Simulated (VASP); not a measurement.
# ZnO4 (Pm-3m) in VASP: single point with PBE

Aim: the single point of ZnO4 with PBE.

Program: VASP 6.6.1. These are calculated values, not measurements. Logs are shortened: lines on timing, memory, paths and dates and some standing lists are left out, and cuts for length are marked.

## 1. The cell of the first run

Symmetry: Pm-3m, No. 221, cubic system. The conventional cell has a = 3.580 Å, b = 3.580 Å, c = 3.580 Å, α = 90.00°, β = 90.00°, γ = 90.00°. Zn (site symmetry m-3m) has 20 O at 2.53 to 3.10 Å within 3.3 Å. Within 2.4 Å of O (site symmetry m-3m) lie 6 O at 1.79 Å. Within 2.4 Å of O (site symmetry 4/mmm) lie 2 O at 1.79 Å.

## 2. Single point, PBE

Contents of POSCAR:

```
ZnO4
1.0
    3.5795292500      0.0000000000      0.0000000000
    0.0000000000      3.5795292500      0.0000000000
    0.0000000000      0.0000000000      3.5795292500
Zn O
1 4
Direct
    0.5000000000      0.5000000000      0.5000000000
    0.0000000000      0.0000000000      0.0000000000
    0.5000000000      0.0000000000      0.0000000000
    0.0000000000      0.5000000000      0.0000000000
    0.0000000000      0.0000000000      0.5000000000
```

Contents of INCAR.step1:

```
PREC     = Accurate       # precision mode
ENCUT    = 520            # plane-wave cutoff, eV
EDIFF    = 1E-6           # SCF threshold, eV
ISMEAR   = 0              # smearing method
SIGMA    = 0.1            # smearing width, eV
LREAL    = F              # projectors in reciprocal space
LASPH    = T              # aspherical terms in the spheres
NELM     = 80             # most SCF steps
ALGO     = Normal         # electronic algorithm
ISIF     = 2              # what is computed and relaxed
LWAVE    = F              # write WAVECAR
LCHARG   = T              # write CHGCAR
GGA      = PE             # functional
NBANDS   = 26             # bands
```

Contents of KPOINTS.step1:

```
regular mesh
0
Gamma
  10 10 10
```

Contents of INCAR.step2:

```
PREC     = Accurate       # precision mode
ENCUT    = 520            # plane-wave cutoff, eV
EDIFF    = 1E-6           # SCF threshold, eV
ISMEAR   = -5             # smearing method
SIGMA    = 0.1            # smearing width, eV
LREAL    = F              # projectors in reciprocal space
LASPH    = T              # aspherical terms in the spheres
NELM     = 80             # most SCF steps
ALGO     = Normal         # electronic algorithm
ISIF     = 2              # what is computed and relaxed
LWAVE    = F              # write WAVECAR
LCHARG   = F              # write CHGCAR
GGA      = PE             # functional
LORBIT   = 10             # projections on sites
NBANDS   = 26             # bands
NEDOS    = 1001           # points of the DOS
ICHARG   = 11             # starting density
```

Contents of KPOINTS.step2:

```
regular mesh
0
Gamma
  15 15 15
```

Potentials or basis: VASP PAW PBE potentials, release 64 (Zn, O).

Command:

```bash
$ cat potpaw_PBE.64/Zn/POTCAR potpaw_PBE.64/O/POTCAR > POTCAR
$ cp INCAR.step1 INCAR
$ cp KPOINTS.step1 KPOINTS
$ mpirun -np 1 vasp_std > vasp.out
$ cp INCAR.step2 INCAR
$ cp KPOINTS.step2 KPOINTS
$ mpirun -np 1 vasp_std > vasp.out
```

OUTCAR:

```text
PREC = Accurate
   ENCUT = 520
   EDIFF = 1E-6
   ISMEAR = -5
   LREAL = F
   LASPH = T
   NELM = 80
   ISIF = 2
   GGA = PE
   LORBIT = 10
   ICHARG = 11

 ion  position               nearest neighbor table
   1  0.500  0.500  0.500-
   2  0.000  0.000  0.000-   3 1.79   4 1.79   5 1.79   5 1.79   4 1.79   3 1.79
   3  0.500  0.000  0.000-   2 1.79   2 1.79
   4  0.000  0.500  0.000-   2 1.79   2 1.79
   5  0.000  0.000  0.500-   2 1.79   2 1.79

  LATTYP: Found a simple cubic cell.
 ALAT       =     3.5795292500

  Lattice vectors:

 A1 = (   3.5795292500,   0.0000000000,   0.0000000000)
 A2 = (   0.0000000000,   3.5795292500,   0.0000000000)
 A3 = (   0.0000000000,   0.0000000000,   3.5795292500)

Analysis of symmetry for initial positions (statically):
=====================================================================
 Subroutine PRICEL returns:
 Original cell was already a primitive cell.

 Routine SETGRP: Setting up the symmetry group for a
 simple cubic supercell.

 Subroutine GETGRP returns: Found 48 space group operations
 (whereof 48 operations were pure point group operations)
 out of a pool of 48 trial point group operations.

The static configuration has the point symmetry O_h .

Analysis of symmetry for dynamics (positions and initial velocities):
=====================================================================
 Subroutine PRICEL returns:
 Original cell was already a primitive cell.

 Routine SETGRP: Setting up the symmetry group for a
 simple cubic supercell.

 Subroutine GETGRP returns: Found 48 space group operations
 (whereof 48 operations were pure point group operations)
 out of a pool of 48 trial point group operations.

The dynamic configuration has the point symmetry O_h .

 Subroutine INISYM returns: Found 48 space group operations
 (whereof 48 operations are pure point group operations),
 and found     1 'primitive' translations

----------------------------------------------------------------------------------------

                                     Primitive cell

  volume of cell :      45.8646

  direct lattice vectors                    reciprocal lattice vectors
     3.579529250  0.000000000  0.000000000     0.279366344  0.000000000  0.000000000
     0.000000000  3.579529250  0.000000000     0.000000000  0.279366344  0.000000000
     0.000000000  0.000000000  3.579529250     0.000000000  0.000000000  0.279366344

  length of vectors
     3.579529250  3.579529250  3.579529250     0.279366344  0.279366344  0.279366344

  position of ions in fractional coordinates (direct lattice)
     0.500000000  0.500000000  0.500000000
     0.000000000  0.000000000  0.000000000
     0.500000000  0.000000000  0.000000000
     0.000000000  0.500000000  0.000000000
     0.000000000  0.000000000  0.500000000

  ion indices of the primitive-cell ions
   primitive index   ion index
                 1           1
                 2           2
                 3           3
                 4           4
                 5           5

----------------------------------------------------------------------------------------

 KPOINTS: regular mesh

Automatic generation of k-mesh.
 Grid dimensions read from file:
 generate k-points for:   15   15   15

 Generating k-lattice:

  Cartesian coordinates                     Fractional coordinates (reciprocal lattice)
     0.018624423  0.000000000  0.000000000     0.066666667  0.000000000  0.000000000
     0.000000000  0.018624423  0.000000000     0.000000000  0.066666667  0.000000000
     0.000000000  0.000000000  0.018624423     0.000000000  0.000000000  0.066666667

  Length of vectors
     0.018624423  0.018624423  0.018624423

  Shift w.r.t. Gamma in fractional coordinates (k-lattice)
     0.000000000  0.000000000  0.000000000

 TETIRR: Found   1667 inequivalent tetrahedra from    20250

 Subroutine IBZKPT returns following result:
 ===========================================

 Found    120 irreducible k-points:

 Following reciprocal coordinates:
            Coordinates               Weight
  0.000000  0.000000  0.000000      1.000000
  0.066667  0.000000  0.000000      6.000000
  0.133333  0.000000  0.000000      6.000000
  0.200000  0.000000  0.000000      6.000000
  0.266667  0.000000  0.000000      6.000000
  0.333333  0.000000  0.000000      6.000000
[... 16 lines left out ...]
  0.266667  0.200000  0.000000     24.000000
  0.333333  0.200000  0.000000     24.000000
 [... further k-points ...]
   k-points           NKPTS =    120   k-points in BZ     NKDIM =    120   number of bands    NBANDS=     26
   number of dos      NEDOS =   1001   number of ions     NIONS =      5
   total plane-waves  NPLWV =  21952
   dimension x,y,z NGX =    28 NGY =   28 NGZ =   28
   dimension x,y,z NGXF=    56 NGYF=   56 NGZF=   56
   ions per type =               1   4
   NGX,Y,Z   is equivalent  to a cutoff of  13.00, 13.00, 13.00 a.u.
   NGXF,Y,Z  is equivalent  to a cutoff of  26.01, 26.01, 26.01 a.u.
 SYSTEM =  unknown system
   PREC   = accura    normal or accurate (medium, high low for compatibility)
   ISTART =      0    job   : 0-new  1-cont  2-samecut
   ICHARG =     11    charge: 1-file 2-atom 10-const
   ISPIN  =      1    spin polarized calculation?
   LNONCOLLINEAR =      F non collinear calculations
   LSORBIT =      F    spin-orbit coupling
   LASPH  =      T    aspherical Exc in radial PAW
   ENCUT  =  520.0 eV  38.22 Ry    6.18 a.u.   6.66  6.66  6.66*2*pi/ulx,y,z
   NELM   =     80;   NELMIN=  2; NELMDL=  0     # of ELM steps
   EDIFF  = 0.1E-05   stopping-criterion for ELM
   LREAL  =      F    real-space projection
   EDIFFG = 0.1E-04   stopping-criterion for IOM
   NSW    =      0    number of steps for IOM
   IBRION =     -1    ionic relax: 0-MD 1-quasi-New 2-CG
   NFREE  =      0    steps in history (QN), initial steepest desc. (CG)
   ISIF   =      2    stress and relaxation
   ISYM   =      2    0-nonsym 1-usesym 2-fastsym
   POTIM  = 0.5000    time-step for ionic-motion
   TEBEG  =    0.0;   TEEND  =   0.0 temperature during run
   PSTRESS=    0.0 pullay stress
   NELECT =      36.0000    total number of electrons
   NUPDOWN=      -1.0000    fix difference up-down
   EMIN   =  10.00;   EMAX   =-10.00  energy-range for DOS
   EFERMI =   0.00;   METHOD = LEGACY
   ISMEAR =    -5;   SIGMA  =   0.10  broadening in eV -4-tet -1-fermi 0-gaus
   EFERMI_NEDOS =   21; number of points for ismear=-14 and -15
   IALGO  =     38    algorithm
   IMIX   =      4    mixing-type and parameters
     AMIX     =   0.40;   BMIX     =  1.00
     AMIX_MAG =   1.60;   BMIX_MAG =  1.00
  volume/ion in A,a.u.               =       9.17        61.90
  Fermi-wavevector in a.u.,A,eV,Ry     =   1.510137  2.853746 31.028283  2.280514
  Thomas-Fermi vector in A             =   2.620367
   LORBIT       =     10    0 simple, 1 ext, 2 COOP (PROOUT), +10 PAW based schemes
   GGA     = PE    functional components
   LHFCALC =     F    Hartree Fock is set to
   AEXX    =    0.0000 exact exchange contribution
   IVDW    =     0    specifies the selected vdW correction
   LEPSILON=     F    determine dielectric tensor
   LRPA    =     F    only Hartree local field effects (RPA)
 non-spin polarized calculation
 Fermi weights with tetrahedron method with Bloechl corrections
  energy-cutoff  :      520.00
  volume of cell :       45.86
 maximum number of plane-waves:      1261
 NGX is ok and might be reduce to    28

 number of electron      36.0000010 magnetization

 Free energy of the ion-electron system (eV)
  ---------------------------------------------------
  ext. energy  EPLUGINS =         0.00000000
  ---------------------------------------------------
  free energy    TOTEN  =       -16.64555836 eV

  energy without entropy =      -16.64555836  energy(sigma->0) =      -16.64555836

 E-fermi :   2.2604     XC(G=0): -11.7594

 val. band max:        2.3061832272   @ k =   0.4000   0.4000   0.4000
 cond. band min:       2.2635777625   @ k =   0.4667   0.2667   0.2667
 fundamental gap:     -0.0426054647
 Fermi energy:         2.2603871625

 k-point     1 :       0.0000    0.0000    0.0000
  band No.  band energies     occupation
      1     -20.2361      2.00000
      2     -13.8477      2.00000
      3     -13.8477      2.00000
      4     -11.4840      2.00000
      5      -6.0264      2.00000
      6      -6.0264      2.00000
[... 18 lines left out ...]
     25      14.9263      0.00000
     26      15.5030      0.00000

 k-point     2 :       0.0667    0.0000    0.0000
  band No.  band energies     occupation
      1     -20.2138      2.00000
      2     -13.9040      2.00000
      3     -13.8447      2.00000
      4     -11.5446      2.00000
      5      -6.0163      2.00000
      6      -6.0163      2.00000
[... 18 lines left out ...]
     25      14.8227      0.00000
     26      15.5845      0.00000

 k-point     3 :       0.1333    0.0000    0.0000
  band No.  band energies     occupation
      1     -20.1493      2.00000
      2     -14.0722      2.00000
      3     -13.8362      2.00000
      4     -11.6838      2.00000
      5      -5.9876      2.00000
      6      -5.9876      2.00000
[... 572 lines left out ...]
 k-point    23 :       0.2667    0.2000    0.0000
  band No.  band energies     occupation
      1     -19.7290      2.00000
      2     -14.6532      2.00000
      3     -14.1895      2.00000
      4     -12.3467      2.00000
      5      -5.7945      2.00000
      6      -4.5085      2.00000
[... 18 lines left out ...]
     25      13.4075      0.00000
     26      17.5133      0.00000

 k-point    24 :       0.3333    0.2000    0.0000
  band No.  band energies     occupation
      1     -19.5937      2.00000
      2     -14.9460      2.00000
      3     -14.1925      2.00000
      4     -12.4174      2.00000
      5      -5.7377      2.00000
      6      -4.4674      2.00000
[... 18 lines left out ...]
     25      13.1542      0.00000
     26      17.9199      0.00000

 [... further k-points ...]

------------------------ aborting loop because EDIFF is reached ----------------------------------------

  FORCE on cell =-STRESS in cart. coord.  units (eV):
  Direction    XX          YY          ZZ          XY          YZ          ZX
  --------------------------------------------------------------------------------------
  -------------------------------------------------------------------------------------
  Total        0.2588352      0.2588352      0.2588352      0.0000000     -0.0000000      0.0000000
  in kB        9.0418265      9.0418265      9.0418265      0.0000000     -0.0000000      0.0000000
  external PRESSURE =       9.0418265 kB  Pullay stress =       0.0000000 kB

 VOLUME and BASIS-vectors are now :
 -----------------------------------------------------------------------------
  energy-cutoff  :      520.00
  volume of cell :       45.86
      direct lattice vectors                 reciprocal lattice vectors
     3.579529250  0.000000000  0.000000000     0.279366344  0.000000000  0.000000000
     0.000000000  3.579529250  0.000000000     0.000000000  0.279366344  0.000000000
     0.000000000  0.000000000  3.579529250     0.000000000  0.000000000  0.279366344

 POSITION                                       TOTAL-FORCE (eV/Angst)
 -----------------------------------------------------------------------------------
      1.78976      1.78976      1.78976         0.000000      0.000000      0.000000
      0.00000      0.00000      0.00000         0.000000      0.000000      0.000000
      1.78976      0.00000      0.00000         0.000000      0.000000      0.000000
      0.00000      1.78976      0.00000         0.000000      0.000000      0.000000
      0.00000      0.00000      1.78976         0.000000      0.000000      0.000000
 -----------------------------------------------------------------------------------
    total drift:                               -0.000000      0.000000      0.000000

  FREE ENERGIE OF THE ION-ELECTRON SYSTEM (eV)
  ---------------------------------------------------
  free  energy   TOTEN  =       -16.6455583635 eV

  energy  without entropy=      -16.6455583635  energy(sigma->0) =      -16.64555836

 total charge

# of ion       s       p       d       tot
------------------------------------------
    1        0.298   0.193   9.837  10.327
    2        1.663   3.011   0.000   4.674
    3        1.631   3.123   0.000   4.754
    4        1.631   3.123   0.000   4.754
    5        1.631   3.123   0.000   4.754
--------------------------------------------------
tot          6.855  12.573   9.837  29.264
```

Wall time 2.7 min (1 thread of Intel Xeon 8259CL, shared host); peak memory 0.23 GiB.

Results:

```yaml
Valence_electrons_inside_the_program's_atomic_spheres: Zn 10.33; O 4.67, 4.75 (each value once)
```
